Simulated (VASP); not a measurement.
# LiF (Fm-3m) in VASP: notebook

LiF is run at these levels: PBE, r2SCAN, PBEsol; tasks: single point, relaxation of cell and atoms.

Program: VASP 6.6.1. These are calculated values, not measurements. Logs are shortened: lines on timing, memory, paths and dates and some standing lists are left out, and cuts for length are marked.

**1. The cell of the first run**

It takes space group Fm-3m (No. 225, cubic). Conventional cell: a = 4.067 Å, b = 4.067 Å, c = 4.067 Å, α = 90.00°, β = 90.00°, γ = 90.00°. Within 2.7 Å of Li (site symmetry m-3m) lie 6 F at 2.03 Å. F (site symmetry m-3m) has 6 Li at 2.03 Å within 2.7 Å.

**2. Single point, PBE**

INCAR

```
ALGO     = Normal         # electronic algorithm
EDIFF    = 1E-7           # SCF threshold, eV
ENCUT    = 520            # plane-wave cutoff, eV
GGA      = PE             # functional
ISIF     = 2              # what is computed and relaxed
ISMEAR   = -1             # smearing method
LASPH    = T              # aspherical terms in the spheres
LCHARG   = F              # write CHGCAR
LREAL    = F              # projectors in reciprocal space
LWAVE    = F              # write WAVECAR
NBANDS   = 12             # bands
NELM     = 60             # most SCF steps
PREC     = Accurate       # precision mode
SIGMA    = 0.02           # smearing width, eV
```

KPOINTS

```
k-points
0
Gamma
  10 10 10
```

POSCAR

```
LiF
1.0
    0.0000000000      2.0335339324      2.0335339324
    2.0335339324      0.0000000000      2.0335339324
    2.0335339324      2.0335339324      0.0000000000
Li F
1 1
Direct
    0.0000000000      0.0000000000      0.0000000000
    0.5000000000      0.5000000000      0.5000000000
```

Potentials or basis: VASP PAW PBE potentials, release 64 (Li_sv, F).

Started as:

```console
$ cat potpaw_PBE.64/Li_sv/POTCAR potpaw_PBE.64/F/POTCAR > POTCAR
$ mpirun -np 1 vasp_std > vasp.out
```

OUTCAR:

```text
EDIFF = 1E-7
   ENCUT = 520
   GGA = PE
   ISIF = 2
   ISMEAR = -1
   LASPH = T
   LREAL = F
   NELM = 60
   PREC = Accurate

 ion  position               nearest neighbor table
   1  0.000  0.000  0.000-   2 2.03   2 2.03   2 2.03   2 2.03   2 2.03   2 2.03
   2  0.500  0.500  0.500-   1 2.03   1 2.03   1 2.03   1 2.03   1 2.03   1 2.03

  LATTYP: Found a face centered cubic cell.
 ALAT       =     4.0670678648

  Lattice vectors:

 A1 = (   0.0000000000,   2.0335339324,   2.0335339324)
 A2 = (   2.0335339324,   0.0000000000,   2.0335339324)
 A3 = (   2.0335339324,   2.0335339324,   0.0000000000)

Analysis of symmetry for initial positions (statically):
=====================================================================
 Subroutine PRICEL returns:
 Original cell was already a primitive cell.

 Routine SETGRP: Setting up the symmetry group for a
 face centered cubic supercell.

 Subroutine GETGRP returns: Found 48 space group operations
 (whereof 48 operations were pure point group operations)
 out of a pool of 48 trial point group operations.

The static configuration has the point symmetry O_h .

Analysis of symmetry for dynamics (positions and initial velocities):
=====================================================================
 Subroutine PRICEL returns:
 Original cell was already a primitive cell.

 Routine SETGRP: Setting up the symmetry group for a
 face centered cubic supercell.

 Subroutine GETGRP returns: Found 48 space group operations
 (whereof 48 operations were pure point group operations)
 out of a pool of 48 trial point group operations.

The dynamic configuration has the point symmetry O_h .

 Subroutine INISYM returns: Found 48 space group operations
 (whereof 48 operations are pure point group operations),
 and found     1 'primitive' translations

----------------------------------------------------------------------------------------

                                     Primitive cell

  volume of cell :      16.8184

  direct lattice vectors                    reciprocal lattice vectors
     0.000000000  2.033533932  2.033533932    -0.245877382  0.245877382  0.245877382
     2.033533932  0.000000000  2.033533932     0.245877382 -0.245877382  0.245877382
     2.033533932  2.033533932  0.000000000     0.245877382  0.245877382 -0.245877382

  length of vectors
     2.875851267  2.875851267  2.875851267     0.425872118  0.425872118  0.425872118

  position of ions in fractional coordinates (direct lattice)
     0.000000000  0.000000000  0.000000000
     0.500000000  0.500000000  0.500000000

  ion indices of the primitive-cell ions
   primitive index   ion index
                 1           1
                 2           2

----------------------------------------------------------------------------------------

 KPOINTS: k-points

Automatic generation of k-mesh.
 Grid dimensions read from file:
 generate k-points for:   10   10   10

 Generating k-lattice:

  Cartesian coordinates                     Fractional coordinates (reciprocal lattice)
    -0.024587738  0.024587738  0.024587738     0.100000000  0.000000000  0.000000000
     0.024587738 -0.024587738  0.024587738     0.000000000  0.100000000  0.000000000
     0.024587738  0.024587738 -0.024587738     0.000000000  0.000000000  0.100000000

  Length of vectors
     0.042587212  0.042587212  0.042587212

  Shift w.r.t. Gamma in fractional coordinates (k-lattice)
     0.000000000  0.000000000  0.000000000

 Subroutine IBZKPT returns following result:
 ===========================================

 Found     47 irreducible k-points:

 Following reciprocal coordinates:
            Coordinates               Weight
  0.000000  0.000000  0.000000      1.000000
  0.100000  0.000000  0.000000      8.000000
  0.200000  0.000000  0.000000      8.000000
  0.300000  0.000000  0.000000      8.000000
  0.400000  0.000000  0.000000      8.000000
  0.500000  0.000000  0.000000      4.000000
[... 16 lines left out ...]
  0.300000  0.300000  0.000000      6.000000
  0.400000  0.300000  0.000000     24.000000
 [... further k-points ...]
   k-points           NKPTS =     47   k-points in BZ     NKDIM =     47   number of bands    NBANDS=     12
   number of dos      NEDOS =    301   number of ions     NIONS =      2
   total plane-waves  NPLWV =  13824
   dimension x,y,z NGX =    24 NGY =   24 NGZ =   24
   dimension x,y,z NGXF=    48 NGYF=   48 NGZF=   48
   ions per type =               1   1
   NGX,Y,Z   is equivalent  to a cutoff of  13.87, 13.87, 13.87 a.u.
   NGXF,Y,Z  is equivalent  to a cutoff of  27.75, 27.75, 27.75 a.u.
 SYSTEM =  unknown system
   PREC   = accura    normal or accurate (medium, high low for compatibility)
   ISTART =      0    job   : 0-new  1-cont  2-samecut
   ICHARG =      2    charge: 1-file 2-atom 10-const
   ISPIN  =      1    spin polarized calculation?
   LNONCOLLINEAR =      F non collinear calculations
   LSORBIT =      F    spin-orbit coupling
   LASPH  =      T    aspherical Exc in radial PAW
   ENCUT  =  520.0 eV  38.22 Ry    6.18 a.u.   5.35  5.35  5.35*2*pi/ulx,y,z
   NELM   =     60;   NELMIN=  2; NELMDL= -5     # of ELM steps
   EDIFF  = 0.1E-06   stopping-criterion for ELM
   LREAL  =      F    real-space projection
   EDIFFG = 0.1E-05   stopping-criterion for IOM
   NSW    =      0    number of steps for IOM
   IBRION =     -1    ionic relax: 0-MD 1-quasi-New 2-CG
   NFREE  =      0    steps in history (QN), initial steepest desc. (CG)
   ISIF   =      2    stress and relaxation
   ISYM   =      2    0-nonsym 1-usesym 2-fastsym
   POTIM  = 0.5000    time-step for ionic-motion
   TEBEG  =    0.0;   TEEND  =   0.0 temperature during run
   PSTRESS=    0.0 pullay stress
   NELECT =      10.0000    total number of electrons
   NUPDOWN=      -1.0000    fix difference up-down
   EMIN   =  10.00;   EMAX   =-10.00  energy-range for DOS
   EFERMI =   0.00;   METHOD = LEGACY
   ISMEAR =    -1;   SIGMA  =   0.02  broadening in eV -4-tet -1-fermi 0-gaus
   EFERMI_NEDOS =   21; number of points for ismear=-14 and -15
   IALGO  =     38    algorithm
   IMIX   =      4    mixing-type and parameters
     AMIX     =   0.40;   BMIX     =  1.00
     AMIX_MAG =   1.60;   BMIX_MAG =  1.00
  volume/ion in A,a.u.               =       8.41        56.75
  Fermi-wavevector in a.u.,A,eV,Ry     =   1.376618  2.601431 25.784085  1.895077
  Thomas-Fermi vector in A             =   2.501846
   LORBIT       =      0    0 simple, 1 ext, 2 COOP (PROOUT), +10 PAW based schemes
   GGA     = PE    functional components
   LHFCALC =     F    Hartree Fock is set to
   AEXX    =    0.0000 exact exchange contribution
   IVDW    =     0    specifies the selected vdW correction
   LEPSILON=     F    determine dielectric tensor
   LRPA    =     F    only Hartree local field effects (RPA)
 non-spin polarized calculation
  energy-cutoff  :      520.00
  volume of cell :       16.82
 maximum number of plane-waves:       465
 NGX is ok and might be reduce to    24
   NGX = 11   NGY = 11   NGZ = 11

 number of electron      10.0000000 magnetization

 number of electron       9.9999992 magnetization

 Free energy of the ion-electron system (eV)
  ---------------------------------------------------
  ext. energy  EPLUGINS =         0.00000000
  ---------------------------------------------------
  free energy    TOTEN  =        -9.64093242 eV

  energy without entropy =       -9.64093242  energy(sigma->0) =       -9.64093242

 E-fermi :  -0.5240     XC(G=0):  -9.8422

 val. band max:       -1.1904297343   @ k =   0.0000   0.0000   0.0000
 cond. band min:       7.6444013552   @ k =   0.0000   0.0000   0.0000
 fundamental gap:      8.8348310895
 Fermi energy:        -0.5240045319

 k-point     1 :       0.0000    0.0000    0.0000
  band No.  band energies     occupation
      1     -42.1777      2.00000
      2     -21.0865      2.00000
      3      -1.1904      2.00000
      4      -1.1904      2.00000
      5      -1.1904      2.00000
      6       7.6444      0.00000
      7      22.3949      0.00000
      8      22.3949      0.00000
      9      22.3949      0.00000
     10      22.8483      0.00000
     11      22.8483      0.00000
     12      22.8483      0.00000

 k-point     2 :       0.1000    0.0000    0.0000
  band No.  band energies     occupation
      1     -42.1728      2.00000
      2     -21.0492      2.00000
      3      -1.4695      2.00000
      4      -1.2124      2.00000
      5      -1.2124      2.00000
      6       7.9386      0.00000
      7      19.8136      0.00000
      8      21.1964      0.00000
      9      21.1964      0.00000
     10      23.8537      0.00000
     11      23.8537      0.00000
     12      23.8587      0.00000

 k-point     3 :       0.2000    0.0000    0.0000
  band No.  band energies     occupation
      1     -42.1600      2.00000
      2     -20.9504      2.00000
      3      -2.1369      2.00000
      4      -1.2687      2.00000
      5      -1.2687      2.00000
      6       8.5966      0.00000
      7      17.3709      0.00000
      8      19.7397      0.00000
      9      19.7397      0.00000
     10      24.7979      0.00000
     11      25.1827      0.00000
     12      25.1827      0.00000
[... 286 lines left out ...]
 k-point    23 :       0.3000    0.3000    0.0000
  band No.  band energies     occupation
      1     -42.1342      2.00000
      2     -20.6918      2.00000
      3      -3.0235      2.00000
      4      -1.8242      2.00000
      5      -1.8242      2.00000
      6      10.7975      0.00000
      7      16.5755      0.00000
      8      17.5562      0.00000
      9      18.9019      0.00000
     10      18.9019      0.00000
     11      32.6123      0.00000
     12      32.9122      0.00000

 k-point    24 :       0.4000    0.3000    0.0000
  band No.  band energies     occupation
      1     -42.1246      2.00000
      2     -20.5887      2.00000
      3      -3.4195      2.00000
      4      -2.0256      2.00000
      5      -1.9184      2.00000
      6      11.6224      0.00000
      7      15.4179      0.00000
      8      17.0414      0.00000
      9      18.6530      0.00000
     10      19.7164      0.00000
     11      32.0708      0.00000
     12      33.2094      0.00000

 [... further k-points ...]

------------------------ aborting loop because EDIFF is reached ----------------------------------------

  FORCE on cell =-STRESS in cart. coord.  units (eV):
  Direction    XX          YY          ZZ          XY          YZ          ZX
  --------------------------------------------------------------------------------------
  -------------------------------------------------------------------------------------
  Total       -0.0412843     -0.0412843     -0.0412843      0.0000000      0.0000000      0.0000000
  in kB       -3.9328845     -3.9328845     -3.9328845      0.0000000      0.0000000      0.0000000
  external PRESSURE =      -3.9328845 kB  Pullay stress =       0.0000000 kB

 VOLUME and BASIS-vectors are now :
 -----------------------------------------------------------------------------
  energy-cutoff  :      520.00
  volume of cell :       16.82
      direct lattice vectors                 reciprocal lattice vectors
     0.000000000  2.033533932  2.033533932    -0.245877382  0.245877382  0.245877382
     2.033533932  0.000000000  2.033533932     0.245877382 -0.245877382  0.245877382
     2.033533932  2.033533932  0.000000000     0.245877382  0.245877382 -0.245877382

 POSITION                                       TOTAL-FORCE (eV/Angst)
 -----------------------------------------------------------------------------------
      0.00000      0.00000      0.00000        -0.000000     -0.000000      0.000000
      2.03353      2.03353      2.03353         0.000000      0.000000     -0.000000
 -----------------------------------------------------------------------------------
    total drift:                               -0.000000     -0.000000      0.000000

  FREE ENERGIE OF THE ION-ELECTRON SYSTEM (eV)
  ---------------------------------------------------
  free  energy   TOTEN  =        -9.6409324180 eV

  energy  without entropy=       -9.6409324180  energy(sigma->0) =       -9.64093242
```

Run time: 6.2 s. Hardware: 1 thread of Intel Xeon Platinum 8488C (Sapphire Rapids), shared host; peak memory 0.13 GiB.

What came out:

```yaml
Free_energy: -9.6409 eV
Band_gap_on_the_k_mesh: 8.83 eV
```

Caveat: the cutoff is under 1.25 times the usual one of these potentials, so pressure, stress and relaxed cells hold a basis-set (Pulay) error. PBE gaps usually lie below the measured ones, often by a third to a half.

**3. Single point, r2SCAN**

This run uses another cell than the first one, of 7.94 Å³/atom.

POSCAR

```
LiF
1.0
    0.0000000000      1.9948691892      1.9948691892
    1.9948691892      0.0000000000      1.9948691892
    1.9948691892      1.9948691892      0.0000000000
Li F
1 1
Direct
    0.0000000000      0.0000000000      0.0000000000
    0.5000000000      0.5000000000      0.5000000000
```

INCAR.step1

```
SYSTEM = LiF
PREC = Accurate
ENCUT = 520
ISMEAR = -1
SIGMA = 0.02
LREAL = .False.
LASPH = .True.
NELM = 100
NBANDS = 12
GGA = PE
ALGO = Normal
EDIFF = 1E-4
LWAVE = .True.
LCHARG = .False.
```

INCAR.step2

```
SYSTEM = LiF
PREC = Accurate
ENCUT = 520
EDIFF = 1E-6
ISMEAR = -1
SIGMA = 0.02
LREAL = .False.
LASPH = .True.
NELM = 100
ALGO = Normal
ISIF = 2
LWAVE = .False.
LCHARG = .False.
METAGGA = R2SCAN
LMIXTAU = .True.
NBANDS = 12
ISTART = 1
```

KPOINTS

```
Automatic mesh
0
Gamma
  10 10 10
  0 0 0
```

Potentials or basis: VASP PAW PBE potentials, release 64 (Li_sv, F).

Started as:

```console
$ cat potpaw_PBE.64/Li_sv/POTCAR potpaw_PBE.64/F/POTCAR > POTCAR
$ cp INCAR.step1 INCAR
$ mpirun -np 1 vasp_std > vasp.out
$ cp INCAR.step2 INCAR
$ mpirun -np 1 vasp_std > vasp.out
```

Run time: 22 s. Hardware: 1 thread of Intel Xeon Platinum 8488C (Sapphire Rapids), shared host; peak memory 0.14 GiB.

Results (log left out):

| Quantity | Value |
| --- | --- |
| Free energy | -11.9032 eV |
| Band gap on the k mesh | 10.55 eV |

Levels at points of the mesh, in eV from the valence-band top:
```
           k point  band 1  band 2  band 3  band 4  band 5  band 6  band 7  band 8  band 9  band 10
(0.00, 0.00, 0.00)  -42.01  -21.17    0.00    0.00    0.00   10.55   25.77   25.77   25.77    26.49
(0.50, 0.00, 0.00)  -41.95  -20.74   -2.58   -0.25   -0.25   11.99   18.50   20.68   20.68    32.82
(0.50, 0.50, 0.00)  -41.93  -20.46   -3.13   -1.05   -1.05   16.35   17.59   19.49   22.28    22.28
```

Caveat: the cutoff is under 1.25 times the usual one of these potentials, so pressure, stress and relaxed cells hold a basis-set (Pulay) error; the PAW data sets were made with another functional, which shifts forces and pressure a little. A k mesh can miss the band edges.

**4. Relaxation of cell and atoms, PBE**

This run uses another cell than the first one, of 8.17 Å³/atom.

INCAR

```
SYSTEM = LiF
  PREC = Accurate
  ENCUT = 600
  EDIFF = 1E-6
  ISMEAR = -1
  SIGMA = 0.02
  LREAL = .FALSE.
  LASPH = .TRUE.
  NELM = 80
  ALGO = Normal
  ISIF = 3
  LWAVE = .FALSE.
  LCHARG = .FALSE.
  GGA = PE
  IBRION = 2
  NSW = 80
  EDIFFG = -0.005
```

KPOINTS

```
Automatic mesh
0
G
  10 10 10
  0 0 0
```

POSCAR

```
LiF
1.0
    0.0000000000      2.0140000000      2.0140000000
    2.0140000000      0.0000000000      2.0140000000
    2.0140000000      2.0140000000      0.0000000000
Li F
1 1
Direct
    0.0000000000      0.0000000000      0.0000000000
    0.5000000000      0.5000000000      0.5000000000
```

Started as:

```console
$ cat potpaw_PBE.64/Li_sv/POTCAR potpaw_PBE.64/F/POTCAR > POTCAR
$ mpirun -np 1 vasp_std > vasp.out
```

Wall time 9 s (1 thread of Intel Xeon Platinum 8488C (Sapphire Rapids), shared host); peak memory 0.13 GiB.

The run converged. Its results:

```
Free energy                           : -9.6414 eV
Relaxed volume                        : 8.34 Å³/atom
Relaxed cell                          : a = 2.868 Å, b = 2.868 Å, c = 2.868 Å, α = 60.00°, β = 60.00°, γ = 60.00°
Space group after relaxing (to 0.1 Å) : Fm-3m (No. 225)
Energy gained by relaxing             : 0.7 meV/atom
Ionic steps                           : 3
Pressure after relaxing               : -0.1 GPa
Band gap on the k mesh                : 8.91 eV
```

Step by step:
```tsv
step	energy change (eV)	largest force (eV/Å)	pressure (GPa)	volume (Å³)
1	0.0000	0.0000	1.33	16.34
2	-0.0010	0.0000	0.68	16.50
3	-0.0013	0.0000	-0.06	16.67
```

Final structure:
```xyz
2
Lattice="0.0000 2.0276 2.0276 2.0276 0.0000 2.0276 2.0276 2.0276 0.0000" Properties=species:S:1:pos:R:3 pbc="T T T"
Li    0.0000    0.0000    0.0000
F     2.0276    2.0276    2.0276
```

Levels at points of the mesh, in eV from the valence-band top:
| k point | band 1 | band 2 | band 3 | band 4 | band 5 | band 6 | band 7 | band 8 | band 9 |
| --- | --- | --- | --- | --- | --- | --- | --- | --- | --- |
| (0.00, 0.00, 0.00) | -40.96 | -19.92 | 0.00 | 0.00 | 0.00 | 8.91 | 23.70 | 23.70 | 23.70 |
| (0.50, 0.00, 0.00) | -40.91 | -19.50 | -2.46 | -0.22 | -0.22 | 10.67 | 16.50 | 18.74 | 18.74 |
| (0.50, 0.50, 0.00) | -40.90 | -19.25 | -2.92 | -0.97 | -0.97 | 14.62 | 16.38 | 17.20 | 20.00 |

Caveat: the cutoff is under 1.25 times the usual one of these potentials, so pressure, stress and relaxed cells hold a basis-set (Pulay) error.

(Continued in part 2 of 2.)
